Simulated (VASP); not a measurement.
# Dy5C (R-3m) in VASP: further runs

Dy5C is run at these levels: PBE; tasks: single point, relaxation of cell and atoms.

Everything below comes from runs of VASP 6.6.1. Logs are shortened: lines on timing, memory, paths and dates and some standing lists are left out, and cuts for length are marked.

**1. The cell of the first run**

It takes space group R-3m (No. 166, trigonal). Conventional cell: a = 6.617 Å, b = 6.617 Å, c = 12.044 Å, α = 90.00°, β = 90.00°, γ = 120.00°. Within 3.7 Å of Dy (site symmetry 2/m) lie 2 C at 2.77 Å and 10 Dy at 3.21 to 3.60 Å. Within 4.0 Å of Dy (site symmetry 3m) lie 13 Dy at 2.86 to 3.99 Å and 3 C at 3.86 Å. Within 3.7 Å of C (site symmetry -3m) lie 6 Dy at 2.77 Å.

The cell was generated, and may not be a known phase.

**2. Single point, PBE**

Contents of INCAR:

```
SYSTEM = Dy5C
  ALGO = Normal
  EDIFF = 1E-6
  ENCUT = 600
  GGA = PE
  GGA_COMPAT = .False.
  ISIF = 2
  ISMEAR = 0
  LASPH = .True.
  LCHARG = .True.
  LELF = .True.
  LMAXMIX = 6
  LREAL = .False.
  LVHAR = .True.
  LWAVE = .False.
  NBANDS = 34
  NELM = 200
  PREC = Accurate
  SIGMA = 0.1
```

Contents of KPOINTS:

```
k-points
0
Gamma
  6 6 6
  0 0 0
```

Contents of POSCAR:

```
Dy5C
1.0
    3.3084396584      1.9101285274      4.0145926808
   -3.3084396584      1.9101285274      4.0145926808
    0.0000000000     -3.8202570547      4.0145926809
Dy C
5 1
Direct
    0.0000000000      0.0000000000      0.5000000000
    0.5000000000      0.0000000000      0.0000000000
    0.0000000000      0.5000000000      0.0000000000
    0.3813127414      0.3813127414      0.3813127414
    0.6186872586      0.6186872586      0.6186872586
    0.0000000000      0.0000000000      0.0000000000
```

Potentials or basis: VASP PAW PBE potentials, release 64 (Dy_3, C), 4f in core.

Started as:

```bash
$ cat potpaw_PBE.64/Dy_3/POTCAR potpaw_PBE.64/C/POTCAR > POTCAR
$ mpirun -np 1 vasp_std > vasp.out
```

OUTCAR:

```text
SYSTEM = Dy5C
   EDIFF = 1E-6
   ENCUT = 600
   GGA = PE
   ISIF = 2
   ISMEAR = 0
   LASPH = .True.
   LREAL = .False.
   NELM = 200
   PREC = Accurate

 ion  position               nearest neighbor table
   1  0.000  0.000  0.500-   6 2.77   6 2.77   4 3.21   5 3.21   3 3.31   2 3.31   3 3.31   2 3.31
                             5 3.60   4 3.60   5 3.60   4 3.60
   2  0.500  0.000  0.000-   6 2.77   6 2.77   4 3.21   5 3.21   1 3.31   1 3.31   3 3.31   3 3.31
                             4 3.60   5 3.60   4 3.60   5 3.60
   3  0.000  0.500  0.000-   6 2.77   6 2.77   4 3.21   5 3.21   1 3.31   1 3.31   2 3.31   2 3.31
                             5 3.60   4 3.60   4 3.60   5 3.60
   4  0.381  0.381  0.381-   5 2.86   1 3.21   3 3.21   2 3.21   3 3.60   2 3.60   1 3.60   1 3.60
                             2 3.60   3 3.60
   5  0.619  0.619  0.619-   4 2.86   1 3.21   3 3.21   2 3.21   2 3.60   3 3.60   1 3.60   1 3.60
                             2 3.60   3 3.60
   6  0.000  0.000  0.000-   2 2.77   3 2.77   3 2.77   2 2.77   1 2.77   1 2.77

  LATTYP: Found a trigonal (rhomboedric) cell.
 ALAT       =     5.5417793494
 COS(alpha) =     0.2871831260

  Lattice vectors:

 A1 = (   3.3084396584,   1.9101285274,   4.0145926808)
 A2 = (  -3.3084396584,   1.9101285274,   4.0145926808)
 A3 = (   0.0000000000,  -3.8202570547,   4.0145926809)

Analysis of symmetry for initial positions (statically):
=====================================================================
 Subroutine PRICEL returns:
 Original cell was already a primitive cell.

 Routine SETGRP: Setting up the symmetry group for a
 trigonal (rhombohedral) supercell.

 Subroutine GETGRP returns: Found 12 space group operations
 (whereof 12 operations were pure point group operations)
 out of a pool of 12 trial point group operations.

The static configuration has the point symmetry D_3d.

Analysis of symmetry for dynamics (positions and initial velocities):
=====================================================================
 Subroutine PRICEL returns:
 Original cell was already a primitive cell.

 Routine SETGRP: Setting up the symmetry group for a
 trigonal (rhombohedral) supercell.

 Subroutine GETGRP returns: Found 12 space group operations
 (whereof 12 operations were pure point group operations)
 out of a pool of 12 trial point group operations.

The dynamic configuration has the point symmetry D_3d.

 Subroutine INISYM returns: Found 12 space group operations
 (whereof 12 operations are pure point group operations),
 and found     1 'primitive' translations

----------------------------------------------------------------------------------------

                                     Primitive cell

  volume of cell :     152.2224

  direct lattice vectors                    reciprocal lattice vectors
     3.308439658  1.910128527  4.014592681     0.151128644  0.087254163  0.083030424
    -3.308439658  1.910128527  4.014592681    -0.151128644  0.087254163  0.083030424
     0.000000000 -3.820257055  4.014592681     0.000000000 -0.174508327  0.083030424

  length of vectors
     5.541779349  5.541779349  5.541779349     0.193254256  0.193254256  0.193254256

  position of ions in fractional coordinates (direct lattice)
     0.000000000  0.000000000  0.500000000
     0.500000000  0.000000000  0.000000000
     0.000000000  0.500000000  0.000000000
     0.381312741  0.381312741  0.381312741
     0.618687259  0.618687259  0.618687259
     0.000000000  0.000000000  0.000000000

  ion indices of the primitive-cell ions
   primitive index   ion index
                 1           1
                 2           2
                 3           3
                 4           4
                 5           5
                 6           6

----------------------------------------------------------------------------------------

 KPOINTS: k-points

Automatic generation of k-mesh.
 Grid dimensions read from file:
 generate k-points for:    6    6    6

 Generating k-lattice:

  Cartesian coordinates                     Fractional coordinates (reciprocal lattice)
     0.025188107  0.014542361  0.013838404     0.166666667  0.000000000  0.000000000
    -0.025188107  0.014542361  0.013838404     0.000000000  0.166666667  0.000000000
     0.000000000 -0.029084721  0.013838404     0.000000000  0.000000000  0.166666667

  Length of vectors
     0.032209043  0.032209043  0.032209043

  Shift w.r.t. Gamma in fractional coordinates (k-lattice)
     0.000000000  0.000000000  0.000000000

 Subroutine IBZKPT returns following result:
 ===========================================

 Found     32 irreducible k-points:

 Following reciprocal coordinates:
            Coordinates               Weight
  0.000000  0.000000  0.000000      1.000000
  0.166667  0.000000 -0.000000      6.000000
  0.333333  0.000000  0.000000      6.000000
  0.500000 -0.000000  0.000000      3.000000
  0.166667  0.166667 -0.000000      6.000000
[... 39 lines left out ...]
   EFERMI_NEDOS =   21; number of points for ismear=-14 and -15
   IALGO  =     38    algorithm
   IMIX   =      4    mixing-type and parameters
     AMIX     =   0.40;   BMIX     =  1.00
     AMIX_MAG =   1.60;   BMIX_MAG =  1.00
  volume/ion in A,a.u.               =      25.37       171.21
  Fermi-wavevector in a.u.,A,eV,Ry     =   1.121969  2.120213 17.127196  1.258813
  Thomas-Fermi vector in A             =   2.258626
   LORBIT       =      0    0 simple, 1 ext, 2 COOP (PROOUT), +10 PAW based schemes
   GGA     = PE    functional components
   LHFCALC =     F    Hartree Fock is set to
   AEXX    =    0.0000 exact exchange contribution
   IVDW    =     0    specifies the selected vdW correction
   LEPSILON=     F    determine dielectric tensor
   LRPA    =     F    only Hartree local field effects (RPA)
 non-spin polarized calculation
 Gauss-broadening in eV      SIGMA  =   0.10
  energy-cutoff  :      600.00
  volume of cell :      152.22
 maximum number of plane-waves:      5110
 NGX is ok and might be reduce to    48
   NGX = 23   NGY = 23   NGZ = 23

 number of electron      48.9999999 magnetization

 Free energy of the ion-electron system (eV)
  ---------------------------------------------------
  ext. energy  EPLUGINS =         0.00000000
  ---------------------------------------------------
  free energy    TOTEN  =       -29.90781093 eV

  energy without entropy =      -29.88158071  energy(sigma->0) =      -29.89469582

 E-fermi :   3.4684     XC(G=0): -10.2830

 val. band max:        3.4519227321   @ k =   0.5000   0.1667   0.1667
 cond. band min:       3.4849472190   @ k =   0.5000   0.3333   0.0000
 fundamental gap:      0.0330244869
 Fermi energy:         3.4684269290

 k-point     1 :       0.0000    0.0000    0.0000
  band No.  band energies     occupation
      1     -20.1780      2.00000
      2     -20.1069      2.00000
      3     -19.7830      2.00000
      4     -19.7830      2.00000
      5     -19.6065      2.00000
      6     -19.6065      2.00000
[... 26 lines left out ...]
     33       6.7038      0.00000
     34       6.7172      0.00000

 k-point     2 :       0.1667    0.0000   -0.0000
  band No.  band energies     occupation
      1     -20.2611      2.00000
      2     -19.9940      2.00000
      3     -19.7687      2.00000
      4     -19.7631      2.00000
      5     -19.6405      2.00000
      6     -19.6079      2.00000
[... 26 lines left out ...]
     33       6.2524      0.00000
     34       6.6926      0.00000

 k-point     3 :       0.3333    0.0000    0.0000
  band No.  band energies     occupation
      1     -20.3372      2.00000
      2     -19.8375      2.00000
      3     -19.7387      2.00000
      4     -19.7097      2.00000
      5     -19.6615      2.00000
      6     -19.6274      2.00000
[... 26 lines left out ...]
     33       6.3182      0.00000
     34       6.7130      0.00000
[... 704 lines left out ...]
 k-point    23 :       0.5000    0.5000    0.1667
  band No.  band energies     occupation
      1     -20.3291      2.00000
      2     -19.8520      2.00000
      3     -19.8408      2.00000
      4     -19.8408      2.00000
      5     -19.6221      2.00000
      6     -19.5299      2.00000
[... 26 lines left out ...]
     33       6.0537      0.00000
     34       6.6745      0.00000

 k-point    24 :      -0.3333    0.5000    0.1667
  band No.  band energies     occupation
      1     -20.2959      2.00000
      2     -19.9016      2.00000
      3     -19.7954      2.00000
      4     -19.7680      2.00000
      5     -19.6159      2.00000
      6     -19.5291      2.00000
[... 26 lines left out ...]
     33       6.1479      0.00000
     34       6.4062      0.00000

 [... further k-points ...]

------------------------ aborting loop because EDIFF is reached ----------------------------------------

  FORCE on cell =-STRESS in cart. coord.  units (eV):
  Direction    XX          YY          ZZ          XY          YZ          ZX
  --------------------------------------------------------------------------------------
  -------------------------------------------------------------------------------------
  Total        0.3800845      0.3800845      0.4869559      0.0000000     -0.0000000      0.0000000
  in kB        4.0004810      4.0004810      5.1253284      0.0000000     -0.0000000      0.0000000
  external PRESSURE =       4.3754301 kB  Pullay stress =       0.0000000 kB

 VOLUME and BASIS-vectors are now :
 -----------------------------------------------------------------------------
  energy-cutoff  :      600.00
  volume of cell :      152.22
      direct lattice vectors                 reciprocal lattice vectors
     3.308439658  1.910128527  4.014592681     0.151128644  0.087254163  0.083030424
    -3.308439658  1.910128527  4.014592681    -0.151128644  0.087254163  0.083030424
     0.000000000 -3.820257055  4.014592681     0.000000000 -0.174508327  0.083030424

 POSITION                                       TOTAL-FORCE (eV/Angst)
 -----------------------------------------------------------------------------------
      0.00000     -1.91013      2.00730        -0.000000      0.000000     -0.000000
      1.65422      0.95506      2.00730         0.000000     -0.000000     -0.000000
     -1.65422      0.95506      2.00730        -0.000000      0.000000      0.000000
      0.00000      0.00000      4.59245         0.000000     -0.000000     -0.047185
      0.00000      0.00000      7.45133         0.000000      0.000000      0.047185
      0.00000      0.00000      0.00000         0.000000      0.000000      0.000000
 -----------------------------------------------------------------------------------
    total drift:                                0.000000     -0.000000      0.000000

  FREE ENERGIE OF THE ION-ELECTRON SYSTEM (eV)
  ---------------------------------------------------
  free  energy   TOTEN  =       -29.9078109349 eV

  energy  without entropy=      -29.8815807145  energy(sigma->0) =      -29.89469582
```

Run time: 3.8 min. Hardware: 1 thread of Intel Xeon Platinum 8259CL at 2.50GHz (Skylake/Cascade Lake), shared host; peak memory 0.41 GiB.

What came out:

| Quantity | Value |
| --- | --- |
| Free energy | -29.9078 eV |
| Pressure | 0.4 GPa |
| Largest force | 0.047 eV/Å |
| Band gap on the k mesh | zero (an odd number of electrons rules out a gap without spin polarisation) |

Forces on the atoms (eV/Å):
```
Dy   0.000  0.000  0.000
Dy   0.000  0.000  0.000
Dy   0.000  0.000  0.000
Dy   0.000  0.000 -0.047
Dy   0.000  0.000  0.047
C    0.000  0.000  0.000
```

Caveat: spin-orbit coupling is left out, which moves the levels of the heavy elements; the 4f electrons are frozen in the core, so they carry no moment and show no levels. Spin polarisation is off, so any magnetic state and its effect on volume and gap are missing.

**3. Relaxation of cell and atoms, PBE**

This run uses another cell than the first one, of 25.12 Å³/atom.

Contents of INCAR:

```
PREC     = Accurate       # precision mode
ENCUT    = 600            # plane-wave cutoff, eV
EDIFF    = 1E-7           # SCF threshold, eV
ISMEAR   = 0              # smearing method
SIGMA    = 0.1            # smearing width, eV
LREAL    = False          # projectors in reciprocal space
LASPH    = True           # aspherical terms in the spheres
NELM     = 200            # most SCF steps
ALGO     = Normal         # electronic algorithm
ISIF     = 3              # what is computed and relaxed
LWAVE    = False          # write WAVECAR
LCHARG   = False          # write CHGCAR
GGA      = PE             # functional
IBRION   = 2              # ionic algorithm
NSW      = 100            # ionic steps
EDIFFG   = -0.01          # ionic threshold
GGA_COMPAT= False        
NELMIN   = 4            
LMAXMIX  = 6              # l up to which the mixer works
```

Contents of KPOINTS:

```
regular mesh
0
Gamma
  6 6 6
```

Contents of POSCAR:

```
Dy5C
1.0
    3.2980849033      1.9041502068      4.0002458285
   -3.2980849033      1.9041502068      4.0002458285
    0.0000000000     -3.8083004135      4.0002458285
Dy C
5 1
Direct
    0.0000000000      0.0000000000      0.5000000000
    0.5000000000      0.0000000000      0.0000000000
    0.0000000000      0.5000000000      0.0000000000
    0.3807134491      0.3807134491      0.3807134491
    0.6192865509      0.6192865509      0.6192865509
    0.0000000000      0.0000000000      0.0000000000
```

Potentials or basis: VASP PAW PBE potentials, release 64 (Dy_3, C), 4f in core.

Started as:

```bash
$ cat potpaw_PBE.64/Dy_3/POTCAR potpaw_PBE.64/C/POTCAR > POTCAR
$ mpirun -np 1 vasp_std > vasp.out
```

Run time: 14 min. Hardware: 1 thread of Intel Xeon Platinum 8259CL at 2.50GHz (Skylake/Cascade Lake), shared host; peak memory 0.43 GiB.

It converged, with:

```
Free energy                           : -29.9096 eV
Relaxed volume                        : 25.58 Å³/atom
Relaxed cell                          : a = 5.558 Å, b = 5.558 Å, c = 5.558 Å, α = 73.27°, β = 73.27°, γ = 73.27°
Space group after relaxing (to 0.1 Å) : R-3m (No. 166)
Energy gained by relaxing             : 1.4 meV/atom
Ionic steps                           : 6
Pressure after relaxing               : 0.0 GPa
Band gap on the k mesh                : zero (an odd number of electrons rules out a gap without spin polarisation)
```

Forces in eV/Å, atoms in the order of the input:
```
Dy   0.000  0.000  0.000
Dy   0.000  0.000  0.000
Dy   0.000  0.000  0.000
Dy   0.000  0.000 -0.003
Dy   0.000  0.000  0.003
C    0.000  0.000  0.000
```

The path:
| step | energy change (eV) | largest force (eV/Å) | pressure (GPa) | volume (Å³) |
| --- | --- | --- | --- | --- |
| 1 | 0.0000 | 0.0392 | 0.95 | 150.73 |
| 2 | -0.0081 | 0.0261 | -0.17 | 154.02 |
| 3 | -0.0083 | 0.0281 | -0.02 | 153.53 |
| 4 | -0.0083 | 0.0284 | 0.02 | 153.47 |
| 5 | -0.0084 | 0.0124 | 0.01 | 153.47 |
| 6 | -0.0084 | 0.0026 | 0.01 | 153.46 |

Final structure:
```
Dy C
1.0
     3.31639    1.91472    4.02787
    -3.31639    1.91472    4.02787
     0.00000   -3.82943    4.02787
Dy C
5 1
Direct
  0.00000 0.00000 0.50000
  0.50000 0.00000 0.00000
  0.00000 0.50000 0.00000
  0.38105 0.38105 0.38105
  0.61895 0.61895 0.61895
  0.00000 0.00000 0.00000
```

Levels at points of the mesh, in eV from the Fermi level:
| k point | band 21 | band 22 | band 23 | band 24 | band 25 | band 26 | band 27 | band 28 |
| --- | --- | --- | --- | --- | --- | --- | --- | --- |
| (0.00, 0.00, 0.00) | -0.86 | -0.86 | -0.31 | 0.08 | 0.08 | 0.19 | 0.19 | 0.74 |
| (0.50, 0.00, 0.00) | -1.15 | -1.09 | -0.91 | -0.40 | -0.40 | 0.64 | 0.74 | 0.86 |
| (0.50, 0.50, 0.00) | -1.47 | -0.76 | -0.58 | -0.22 | -0.15 | 0.16 | 0.57 | 0.89 |
| (0.50, 0.50, 0.50) | -1.35 | -0.90 | -0.19 | -0.19 | 0.69 | 0.69 | 0.99 | 0.99 |

Caveat: spin-orbit coupling is left out, which moves the levels of the heavy elements; the 4f electrons are frozen in the core, so they carry no moment and show no levels. Spin polarisation is off, so any magnetic state and its effect on volume and gap are missing.

**4. Relaxation of cell and atoms, PBE**

This run uses another cell than the first one, of 25.12 Å³/atom.

INCAR is that of step 3.

KPOINTS is that of step 3.

Contents of POSCAR:

```
Dy5C
1.0
    3.2980848315      1.9041501653      4.0002488189
   -3.2980848315      1.9041501653      4.0002488189
    0.0000000000     -3.8083003306      4.0002488189
Dy C
5 1
Direct
    0.0000000000      0.0000000000      0.5000000000
    0.5000000000      0.0000000000      0.0000000000
    0.0000000000      0.5000000000      0.0000000000
    0.3807134732      0.3807134732      0.3807134732
    0.6192865268      0.6192865268      0.6192865268
    0.0000000000      0.0000000000      0.0000000000
```

Started as:

```bash
$ cat potpaw_PBE.64/Dy_3/POTCAR potpaw_PBE.64/C/POTCAR > POTCAR
$ mpirun -np 1 vasp_std > vasp.out
```

Wall time 16 min (1 thread of Intel Xeon Platinum 8375C at 2.90GHz (Ice Lake), shared host); peak memory 0.42 GiB.

It converged, with:

```
Free energy                           : -29.9096 eV
Relaxed volume                        : 25.58 Å³/atom
Relaxed cell                          : a = 5.558 Å, b = 5.558 Å, c = 5.558 Å, α = 73.27°, β = 73.27°, γ = 73.27°
Space group after relaxing (to 0.1 Å) : R-3m (No. 166)
Energy gained by relaxing             : 1.4 meV/atom
Ionic steps                           : 6
Pressure after relaxing               : 0.0 GPa
Band gap on the k mesh                : zero (an odd number of electrons rules out a gap without spin polarisation)
```

Forces in eV/Å, atoms in the order of the input:
```
Dy   0.000  0.000  0.000
Dy   0.000  0.000  0.000
Dy   0.000  0.000  0.000
Dy   0.000  0.000 -0.003
Dy   0.000  0.000  0.003
C    0.000  0.000  0.000
```

The path:
| step | energy change (eV) | largest force (eV/Å) | pressure (GPa) | volume (Å³) |
| --- | --- | --- | --- | --- |
| 1 | 0.0000 | 0.0392 | 0.95 | 150.73 |
| 2 | -0.0081 | 0.0261 | -0.17 | 154.02 |
| 3 | -0.0083 | 0.0281 | -0.02 | 153.53 |
| 4 | -0.0083 | 0.0284 | 0.02 | 153.47 |
| 5 | -0.0084 | 0.0124 | 0.01 | 153.47 |
| 6 | -0.0084 | 0.0026 | 0.01 | 153.46 |

Final structure:
```
Dy C
1.0
     3.31639    1.91472    4.02787
    -3.31639    1.91472    4.02787
     0.00000   -3.82943    4.02787
Dy C
5 1
Direct
  0.00000 0.00000 0.50000
  0.50000 0.00000 0.00000
  0.00000 0.50000 0.00000
  0.38105 0.38105 0.38105
  0.61895 0.61895 0.61895
  0.00000 0.00000 0.00000
```

Levels at points of the mesh, in eV from the Fermi level:
| k point | band 20 | band 21 | band 22 | band 23 | band 24 | band 25 | band 26 | band 27 | band 28 | band 29 |
| --- | --- | --- | --- | --- | --- | --- | --- | --- | --- | --- |
| (0.00, 0.00, 0.00) | -1.54 | -0.86 | -0.86 | -0.31 | 0.08 | 0.08 | 0.19 | 0.19 | 0.74 | 1.92 |
| (0.50, 0.00, 0.00) | -1.20 | -1.15 | -1.09 | -0.91 | -0.40 | -0.40 | 0.64 | 0.74 | 0.86 | 0.94 |
| (0.50, 0.50, 0.00) | -1.76 | -1.47 | -0.76 | -0.58 | -0.22 | -0.15 | 0.16 | 0.57 | 0.89 | 1.37 |
| (0.50, 0.50, 0.50) | -2.28 | -1.35 | -0.90 | -0.19 | -0.19 | 0.69 | 0.69 | 0.99 | 0.99 | 1.48 |

Caveat: spin-orbit coupling is left out, which moves the levels of the heavy elements; the 4f electrons are frozen in the core, so they carry no moment and show no levels. Spin polarisation is off, so any magnetic state and its effect on volume and gap are missing.

The gap in the log of VASP goes by the Fermi energy; the results here count the filled bands.